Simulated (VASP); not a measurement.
# BaHfO3 in VASP: a series of runs

BaHfO3 is run at these levels: r2SCAN; tasks: single point.

All numbers are computed with VASP 6.6.1; they aren't measurements. Logs are shortened: lines on timing, memory, paths and dates and some standing lists are left out, and cuts for length are marked.

## Step 1: The cell of the first run

Symmetry: Pm-3m, No. 221, cubic system. Conventional cell: a = 4.177 Å, b = 4.177 Å, c = 4.177 Å, α = 90.00°, β = 90.00°, γ = 90.00°. Ba (site symmetry m-3m) has 12 O at 2.95 Å and 8 Hf at 3.62 Å within 3.9 Å. Within 2.8 Å of Hf (site symmetry m-3m) lie 6 O at 2.09 Å. O (site symmetry 4/mmm) has 2 Hf at 2.09 Å within 2.8 Å.

## Step 2: Single point, r2SCAN

Input file POSCAR:

```
BaHfO3
1.0
    4.1771072226      0.0000000000      0.0000000000
    0.0000000000      4.1771072226      0.0000000000
    0.0000000000      0.0000000000      4.1771072226
Ba Hf O
1 1 3
Direct
    0.5000000000      0.5000000000      0.5000000000
    0.0000000000      0.0000000000      0.0000000000
    0.0000000000      0.5000000000      0.0000000000
    0.5000000000      0.0000000000      0.0000000000
    0.0000000000      0.0000000000      0.5000000000
```

Input file INCAR.step1:

```
PREC     = Accurate       # precision mode
ENCUT    = 520            # plane-wave cutoff, eV
ISMEAR   = 0              # smearing method
SIGMA    = 0.02           # smearing width, eV
LREAL    = False          # projectors in reciprocal space
LASPH    = True           # aspherical terms in the spheres
NELM     = 60             # most SCF steps
NBANDS   = 27             # bands
GGA      = PE             # functional
ALGO     = Normal         # electronic algorithm
EDIFF    = 1E-4           # SCF threshold, eV
LWAVE    = True           # write WAVECAR
LCHARG   = False          # write CHGCAR
```

Input file INCAR.step2:

```
PREC     = Accurate       # precision mode
ENCUT    = 520            # plane-wave cutoff, eV
EDIFF    = 1E-7           # SCF threshold, eV
ISMEAR   = 0              # smearing method
SIGMA    = 0.02           # smearing width, eV
LREAL    = False          # projectors in reciprocal space
LASPH    = True           # aspherical terms in the spheres
NELM     = 60             # most SCF steps
ALGO     = Normal         # electronic algorithm
ISIF     = 2              # what is computed and relaxed
LWAVE    = False          # write WAVECAR
LCHARG   = False          # write CHGCAR
METAGGA  = R2SCAN         # meta-GGA
LMIXTAU  = True         
NBANDS   = 27             # bands
ISTART   = 1
```

Input file KPOINTS:

```
Automatic mesh
0
Gamma
  6 6 6
```

Potentials or basis: VASP PAW PBE potentials, release 64 (Ba_sv, Hf_pv, O).

Started as:

```
$ cat potpaw_PBE.64/Ba_sv/POTCAR potpaw_PBE.64/Hf_pv/POTCAR potpaw_PBE.64/O/POTCAR > POTCAR
$ cp INCAR.step1 INCAR
$ mpirun -np 1 vasp_std > vasp.out
$ cp INCAR.step2 INCAR
$ mpirun -np 1 vasp_std > vasp.out
```

OUTCAR:

```text
PREC = Accurate
   ENCUT = 520
   EDIFF = 1E-7
   ISMEAR = 0
   LREAL = False
   LASPH = True
   NELM = 60
   ISIF = 2
   METAGGA = R2SCAN
   ISTART = 1

 ion  position               nearest neighbor table
   1  0.500  0.500  0.500-   3 2.95   4 2.95   5 2.95   3 2.95   4 2.95   4 2.95   5 2.95   4 2.95
                             3 2.95   5 2.95   3 2.95   5 2.95   2 3.62   2 3.62   2 3.62   2 3.62
   2  0.000  0.000  0.000-   3 2.09   4 2.09   5 2.09   5 2.09   3 2.09   4 2.09   1 3.62   1 3.62
                             1 3.62   1 3.62   1 3.62   1 3.62   1 3.62   1 3.62
   3  0.000  0.500  0.000-   2 2.09   2 2.09   1 2.95   1 2.95   1 2.95   1 2.95
   4  0.500  0.000  0.000-   2 2.09   2 2.09   1 2.95   1 2.95   1 2.95   1 2.95
   5  0.000  0.000  0.500-   2 2.09   2 2.09   1 2.95   1 2.95   1 2.95   1 2.95

  LATTYP: Found a simple cubic cell.
 ALAT       =     4.1771072226

  Lattice vectors:

 A1 = (   4.1771072226,   0.0000000000,   0.0000000000)
 A2 = (   0.0000000000,   4.1771072226,   0.0000000000)
 A3 = (   0.0000000000,   0.0000000000,   4.1771072226)

Analysis of symmetry for initial positions (statically):
=====================================================================
 Subroutine PRICEL returns:
 Original cell was already a primitive cell.

 Routine SETGRP: Setting up the symmetry group for a
 simple cubic supercell.

 Subroutine GETGRP returns: Found 48 space group operations
 (whereof 48 operations were pure point group operations)
 out of a pool of 48 trial point group operations.

The static configuration has the point symmetry O_h .

Analysis of symmetry for dynamics (positions and initial velocities):
=====================================================================
 Subroutine PRICEL returns:
 Original cell was already a primitive cell.

 Routine SETGRP: Setting up the symmetry group for a
 simple cubic supercell.

 Subroutine GETGRP returns: Found 48 space group operations
 (whereof 48 operations were pure point group operations)
 out of a pool of 48 trial point group operations.

The dynamic configuration has the point symmetry O_h .

 Subroutine INISYM returns: Found 48 space group operations
 (whereof 48 operations are pure point group operations),
 and found     1 'primitive' translations

----------------------------------------------------------------------------------------

                                     Primitive cell

  volume of cell :      72.8831

  direct lattice vectors                    reciprocal lattice vectors
     4.177107223  0.000000000  0.000000000     0.239400127  0.000000000  0.000000000
     0.000000000  4.177107223  0.000000000     0.000000000  0.239400127  0.000000000
     0.000000000  0.000000000  4.177107223     0.000000000  0.000000000  0.239400127

  length of vectors
     4.177107223  4.177107223  4.177107223     0.239400127  0.239400127  0.239400127

  position of ions in fractional coordinates (direct lattice)
     0.500000000  0.500000000  0.500000000
     0.000000000  0.000000000  0.000000000
     0.000000000  0.500000000  0.000000000
     0.500000000  0.000000000  0.000000000
     0.000000000  0.000000000  0.500000000

  ion indices of the primitive-cell ions
   primitive index   ion index
                 1           1
                 2           2
                 3           3
                 4           4
                 5           5

----------------------------------------------------------------------------------------

 KPOINTS: Automatic mesh

Automatic generation of k-mesh.
 Grid dimensions read from file:
 generate k-points for:    6    6    6

 Generating k-lattice:

  Cartesian coordinates                     Fractional coordinates (reciprocal lattice)
     0.039900021  0.000000000  0.000000000     0.166666667  0.000000000  0.000000000
     0.000000000  0.039900021  0.000000000     0.000000000  0.166666667  0.000000000
     0.000000000  0.000000000  0.039900021     0.000000000  0.000000000  0.166666667

  Length of vectors
     0.039900021  0.039900021  0.039900021

  Shift w.r.t. Gamma in fractional coordinates (k-lattice)
     0.000000000  0.000000000  0.000000000

 Subroutine IBZKPT returns following result:
 ===========================================

 Found     20 irreducible k-points:

 Following reciprocal coordinates:
            Coordinates               Weight
  0.000000  0.000000  0.000000      1.000000
  0.166667  0.000000  0.000000      6.000000
  0.333333  0.000000  0.000000      6.000000
  0.500000  0.000000  0.000000      3.000000
  0.166667  0.166667  0.000000     12.000000
  0.333333  0.166667  0.000000     24.000000
[... 12 lines left out ...]
  0.500000  0.500000  0.333333      6.000000
  0.500000  0.500000  0.500000      1.000000
   k-points           NKPTS =     20   k-points in BZ     NKDIM =     20   number of bands    NBANDS=     27
   number of dos      NEDOS =    301   number of ions     NIONS =      5
   total plane-waves  NPLWV =  32768
   dimension x,y,z NGX =    32 NGY =   32 NGZ =   32
   dimension x,y,z NGXF=    64 NGYF=   64 NGZF=   64
   ions per type =               1   1   3
   NGX,Y,Z   is equivalent  to a cutoff of  12.74, 12.74, 12.74 a.u.
   NGXF,Y,Z  is equivalent  to a cutoff of  25.47, 25.47, 25.47 a.u.
 SYSTEM =  unknown system
   PREC   = accura    normal or accurate (medium, high low for compatibility)
   ISTART =      1    job   : 0-new  1-cont  2-samecut
   ICHARG =      0    charge: 1-file 2-atom 10-const
   ISPIN  =      1    spin polarized calculation?
   LNONCOLLINEAR =      F non collinear calculations
   LSORBIT =      F    spin-orbit coupling
   LASPH  =      T    aspherical Exc in radial PAW
   ENCUT  =  520.0 eV  38.22 Ry    6.18 a.u.   7.77  7.77  7.77*2*pi/ulx,y,z
   NELM   =     60;   NELMIN=  2; NELMDL=  0     # of ELM steps
   EDIFF  = 0.1E-06   stopping-criterion for ELM
   LREAL  =      F    real-space projection
   EDIFFG = 0.1E-05   stopping-criterion for IOM
   NSW    =      0    number of steps for IOM
   IBRION =     -1    ionic relax: 0-MD 1-quasi-New 2-CG
   NFREE  =      0    steps in history (QN), initial steepest desc. (CG)
   ISIF   =      2    stress and relaxation
   ISYM   =      2    0-nonsym 1-usesym 2-fastsym
   POTIM  = 0.5000    time-step for ionic-motion
   TEBEG  =    0.0;   TEEND  =   0.0 temperature during run
   PSTRESS=    0.0 pullay stress
   NELECT =      38.0000    total number of electrons
   NUPDOWN=      -1.0000    fix difference up-down
   EMIN   =  10.00;   EMAX   =-10.00  energy-range for DOS
   EFERMI =   0.00;   METHOD = LEGACY
   ISMEAR =     0;   SIGMA  =   0.02  broadening in eV -4-tet -1-fermi 0-gaus
   EFERMI_NEDOS =   21; number of points for ismear=-14 and -15
   IALGO  =     38    algorithm
   IMIX   =      4    mixing-type and parameters
     AMIX     =   0.40;   BMIX     =  1.00
     AMIX_MAG =   1.60;   BMIX_MAG =  1.00
  volume/ion in A,a.u.               =      14.58        98.37
  Fermi-wavevector in a.u.,A,eV,Ry     =   1.317631  2.489961 23.621768  1.736151
  Thomas-Fermi vector in A             =   2.447658
   LORBIT       =      0    0 simple, 1 ext, 2 COOP (PROOUT), +10 PAW based schemes
   METAGGA = R2SCAN    functional components
   LHFCALC =     F    Hartree Fock is set to
   AEXX    =    0.0000 exact exchange contribution
   IVDW    =     0    specifies the selected vdW correction
   LEPSILON=     F    determine dielectric tensor
   LRPA    =     F    only Hartree local field effects (RPA)
 non-spin polarized calculation
 Gauss-broadening in eV      SIGMA  =   0.02
  energy-cutoff  :      520.00
  volume of cell :       72.88
 maximum number of plane-waves:      1984
 NGX is ok and might be reduce to    32
   NGX = 15   NGY = 15   NGZ = 15

 number of electron      38.0000005 magnetization

 Free energy of the ion-electron system (eV)
  ---------------------------------------------------
  ext. energy  EPLUGINS =         0.00000000
  ---------------------------------------------------
  free energy    TOTEN  =      -108.00856535 eV

  energy without entropy =     -108.00856535  energy(sigma->0) =     -108.00856535

 E-fermi :   2.3004     XC(G=0): -11.4411

 val. band max:        2.1037556500   @ k =   0.5000   0.5000   0.5000
 cond. band min:       6.2139552347   @ k =   0.0000   0.0000   0.0000
 fundamental gap:      4.1101995847
 Fermi energy:         2.3004367844

 k-point     1 :       0.0000    0.0000    0.0000
  band No.  band energies     occupation
      1     -27.6472      2.00000
      2     -27.6472      2.00000
      3     -27.6472      2.00000
      4     -23.8333      2.00000
      5     -15.5350      2.00000
      6     -15.0358      2.00000
[... 19 lines left out ...]
     26      11.0682      0.00000
     27      11.0682      0.00000

 k-point     2 :       0.1667    0.0000    0.0000
  band No.  band energies     occupation
      1     -27.6843      2.00000
      2     -27.6462      2.00000
      3     -27.6462      2.00000
      4     -23.8140      2.00000
      5     -15.5184      2.00000
      6     -15.0303      2.00000
[... 19 lines left out ...]
     26      11.0694      0.00000
     27      11.1705      0.00000

 k-point     3 :       0.3333    0.0000    0.0000
  band No.  band energies     occupation
      1     -27.7567      2.00000
      2     -27.6442      2.00000
      3     -27.6442      2.00000
      4     -23.7756      2.00000
      5     -15.5826      2.00000
      6     -15.0191      2.00000
[... 19 lines left out ...]
     26      10.6979      0.00000
     27      11.0648      0.00000

 k-point     4 :       0.5000    0.0000    0.0000
  band No.  band energies     occupation
      1     -27.7920      2.00000
      2     -27.6432      2.00000
      3     -27.6432      2.00000
      4     -23.7564      2.00000
      5     -15.6321      2.00000
      6     -15.0133      2.00000
[... 19 lines left out ...]
     26      11.0577      0.00000
     27      11.4073      0.00000
[... 396 lines left out ...]
      4     -23.7043      2.00000
      5     -14.6789      2.00000
      6     -14.4991      2.00000
[... 19 lines left out ...]
     26      11.1072      0.00000
     27      11.7580      0.00000

 k-point    19 :       0.5000    0.5000    0.3333
  band No.  band energies     occupation
      1     -27.7788      2.00000
      2     -27.7788      2.00000
      3     -27.7437      2.00000
      4     -23.6949      2.00000
      5     -14.5651      2.00000
      6     -14.3400      2.00000
[... 19 lines left out ...]
     26      11.3604      0.00000
     27      12.0768      0.00000

 k-point    20 :       0.5000    0.5000    0.5000
  band No.  band energies     occupation
      1     -27.7775      2.00000
      2     -27.7775      2.00000
      3     -27.7775      2.00000
      4     -23.6853      2.00000
      5     -14.3133      2.00000
      6     -14.3133      2.00000
[... 19 lines left out ...]
     26      11.9501      0.00000
     27      11.9501      0.00000

------------------------ aborting loop because EDIFF is reached ----------------------------------------

  FORCE on cell =-STRESS in cart. coord.  units (eV):
  Direction    XX          YY          ZZ          XY          YZ          ZX
  --------------------------------------------------------------------------------------
  -------------------------------------------------------------------------------------
  Total       -0.3388204     -0.3388204     -0.3388204     -0.0000000     -0.0000000     -0.0000000
  in kB       -7.4482336     -7.4482336     -7.4482336     -0.0000000     -0.0000000     -0.0000000
  external PRESSURE =      -7.4482336 kB  Pullay stress =       0.0000000 kB

 VOLUME and BASIS-vectors are now :
 -----------------------------------------------------------------------------
  energy-cutoff  :      520.00
  volume of cell :       72.88
      direct lattice vectors                 reciprocal lattice vectors
     4.177107223  0.000000000  0.000000000     0.239400127  0.000000000  0.000000000
     0.000000000  4.177107223  0.000000000     0.000000000  0.239400127  0.000000000
     0.000000000  0.000000000  4.177107223     0.000000000  0.000000000  0.239400127

 POSITION                                       TOTAL-FORCE (eV/Angst)
 -----------------------------------------------------------------------------------
      2.08855      2.08855      2.08855         0.000000      0.000000      0.000000
      0.00000      0.00000      0.00000         0.000000      0.000000      0.000000
      0.00000      2.08855      0.00000         0.000000      0.000000      0.000000
      2.08855      0.00000      0.00000         0.000000      0.000000      0.000000
      0.00000      0.00000      2.08855         0.000000      0.000000      0.000000
 -----------------------------------------------------------------------------------
    total drift:                                0.000000      0.000000     -0.000000

  FREE ENERGIE OF THE ION-ELECTRON SYSTEM (eV)
  ---------------------------------------------------
  free  energy   TOTEN  =      -108.0085653535 eV

  energy  without entropy=     -108.0085653535  energy(sigma->0) =     -108.00856535
```

Wall time 78 s (1 thread of Intel Xeon Platinum 8375C at 2.90GHz (Ice Lake), shared host); peak memory 0.21 GiB.

What came out:

* Free energy: -108.0086 eV
* Pressure: -0.7 GPa
* Band gap on the k mesh: 4.11 eV, indirect (least direct gap 4.35 eV)

Caveat: the PAW data sets were made with another functional, which shifts forces and pressure a little; spin-orbit coupling is left out, which moves the levels of the heavy elements. A k mesh can miss the band edges.

## Step 3: Single point, r2SCAN

POSCAR is that of step 2.

Input file INCAR.step1:

```
SYSTEM = BaHfO3
PREC = Accurate
ENCUT = 520
ISMEAR = 0
SIGMA = 0.02
LREAL = .False.
LASPH = .True.
NELM = 60
NBANDS = 27
GGA = PE
ALGO = Normal
EDIFF = 1E-4
LWAVE = .True.
LCHARG = .False.
```

Input file INCAR.step2:

```
SYSTEM = BaHfO3
PREC = Accurate
ENCUT = 520
EDIFF = 1E-7
ISMEAR = 0
SIGMA = 0.02
LREAL = .False.
LASPH = .True.
NELM = 60
ALGO = Normal
ISIF = 2
LWAVE = .False.
LCHARG = .True.
METAGGA = R2SCAN
LMIXTAU = .True.
LELF = .True.
LVHAR = .True.
NBANDS = 27
ISTART = 1
```

Input file KPOINTS:

```
Automatic mesh
0
Gamma
  6 6 6
  0 0 0
```

Potentials or basis: VASP PAW PBE potentials, release 64 (Ba_sv, Hf_pv, O).

Started as:

```
$ cat potpaw_PBE.64/Ba_sv/POTCAR potpaw_PBE.64/Hf_pv/POTCAR potpaw_PBE.64/O/POTCAR > POTCAR
$ cp INCAR.step1 INCAR
$ mpirun -np 1 vasp_std > vasp.out
$ cp INCAR.step2 INCAR
$ mpirun -np 1 vasp_std > vasp.out
```

It took 77 s on 1 thread of Intel Xeon Platinum 8375C at 2.90GHz (Ice Lake), shared host; peak memory 0.21 GiB.

The run converged. Its results:

| Quantity | Value |
| --- | --- |
| Free energy | -108.0086 eV |
| Pressure | -0.7 GPa |
| Band gap on the k mesh | 4.11 eV, indirect (least direct gap 4.35 eV) |

Levels at points of the mesh, in eV from the valence-band top:
```
           k point  band 16  band 17  band 18  band 19  band 20  band 21  band 22  band 23
(0.00, 0.00, 0.00)    -1.00    -0.24    -0.24    -0.24     4.11     4.11     4.11     5.22
(0.50, 0.00, 0.00)    -1.72    -1.68    -0.57    -0.57     4.66     6.87     6.87     7.03
(0.50, 0.50, 0.00)    -1.10    -0.94    -0.94    -0.08     6.77     6.77     7.24     7.45
(0.50, 0.50, 0.50)    -2.53     0.00     0.00     0.00     6.67     6.67     6.67     8.36
```

Caveat: the PAW data sets were made with another functional, which shifts forces and pressure a little; spin-orbit coupling is left out, which moves the levels of the heavy elements.

## Step 4: Single point, r2SCAN (biaxial strain in the a-b plane: -2.0 %, then relaxed in part)

Changes to POSCAR since step 3:

```diff
@@ -2,5 +2,5 @@
 1.0
-    4.1771072226      0.0000000000      0.0000000000
-    0.0000000000      4.1771072226      0.0000000000
-    0.0000000000      0.0000000000      4.1771072226
+    4.0935650781      0.0000000000      0.0000000000
+    0.0000000000      4.0935650781      0.0000000000
+    0.0000000000      0.0000000000      4.2219362258
 Ba Hf O
```

Input file INCAR.step1:

```
SYSTEM = BaHfO3
  PREC = Accurate
  ENCUT = 520
  ISMEAR = 0
  SIGMA = 0.02
  LREAL = .FALSE.
  LASPH = .TRUE.
  NELM = 60
  NBANDS = 27
  GGA = PE
  ALGO = Normal
  EDIFF = 1E-4
  LWAVE = .TRUE.
  LCHARG = .FALSE.
```

Input file INCAR.step2:

```
SYSTEM = BaHfO3
  PREC = Accurate
  ENCUT = 520
  EDIFF = 1E-6
  ISMEAR = 0
  SIGMA = 0.02
  LREAL = .FALSE.
  LASPH = .TRUE.
  NELM = 60
  ALGO = Normal
  ISIF = 2
  LWAVE = .FALSE.
  LCHARG = .TRUE.
  METAGGA = R2SCAN
  LMIXTAU = .TRUE.
  LELF = .TRUE.
  LVHAR = .TRUE.
  NBANDS = 27
  ISTART = 1
```

Input file KPOINTS:

```
Automatic mesh
0
G
  6 6 6
  0 0 0
```

Started as:

```
$ cat potpaw_PBE.64/Ba_sv/POTCAR potpaw_PBE.64/Hf_pv/POTCAR potpaw_PBE.64/O/POTCAR > POTCAR
$ cp INCAR.step1 INCAR
$ mpirun -np 1 vasp_std > vasp.out
$ cp INCAR.step2 INCAR
$ mpirun -np 1 vasp_std > vasp.out
```

Wall time 2.9 min (1 thread of Intel Xeon Platinum 8375C at 2.90GHz (Ice Lake), shared host); peak memory 0.23 GiB.

It converged, with:

```yaml
Free_energy: -107.9423 eV
Pressure: 5.0 GPa
Band_gap_on_the_k_mesh: 4.08 eV, indirect (least direct gap 4.30 eV)
```

Stress tensor (GPa, compression positive):
```
 7.84  0.00  0.00
 0.00  7.84  0.00
 0.00  0.00 -0.59
```

Levels at points of the mesh, in eV from the valence-band top:
```
           k point  band 15  band 16  band 17  band 18  band 19  band 20  band 21  band 22  band 23  band 24
(0.00, 0.00, 0.00)    -1.04    -1.04    -0.29    -0.22    -0.22     4.08     4.08     4.25     5.08     5.36
(0.50, 0.00, 0.00)    -1.90    -1.88    -1.79    -0.61    -0.57     4.70     7.16     7.21     7.22     7.58
(0.50, 0.50, 0.00)    -2.67    -1.14    -0.83    -0.83    -0.07     7.02     7.02     7.31     7.81     9.12
(0.00, 0.00, 0.50)    -1.80    -1.59    -1.59    -0.54    -0.54     4.77     6.78     6.78     6.84     7.40
(0.50, 0.00, 0.50)    -2.39    -1.05    -1.05    -1.02    -0.16     6.72     7.07     7.40     7.45     8.83
(0.50, 0.50, 0.50)    -2.51    -2.51    -0.06    -0.06     0.00     6.69     6.69     6.88     8.52     8.52
```

Caveat: the cell differs from its parent crystal (biaxial strain in the a-b plane: -2.0 %, then relaxed in part); the PAW data sets were made with another functional, which shifts forces and pressure a little; spin-orbit coupling is left out, which moves the levels of the heavy elements. A k mesh can miss the band edges.

(Continued in part 2 of 2.)
